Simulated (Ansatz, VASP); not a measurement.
**Si in VASP and in Ansatz**

```
CELL_PARAMETERS angstrom
2.62054 0.00000 0.00000
-1.31027 2.26946 0.00000
0.00000 0.00000 2.41703
ATOMIC_POSITIONS crystal
Si 0.00000 0.00000 0.00000
```

Change from the starting cell: strain -0.0200 x Voigt [0, 0, 1, 0, 0, 0], atoms carried along.

Alike in both runs: task single point; functional LDA; k mesh 24 × 24 × 20; occupations gaussian, width 0.15 eV; no spin polarisation.

```csv
,VASP,Ansatz
version,VASP 6.6.1,Ansatz 0.2.0
potentials or method,"VASP PAW LDA potentials, release 64 (Si), cutoff 520 eV","scalar-relativistic, plane waves, PAW"
valence electrons in the cell,4,4
```

```tsv
	VASP	Ansatz	Ansatz less VASP
gap on the k mesh at the Fermi level (eV)	none	none	-
pressure (GPa)	1.9	1.8	-0.10
traceless stress, the component that is largest in VASP (GPa)	3.24	3.21	-0.022
```

LDA's correlation is that of Perdew and Zunger in VASP and of Perdew and Wang (1992) in Ansatz. A gap of «none» marks a metal or a gap that the smearing closes.
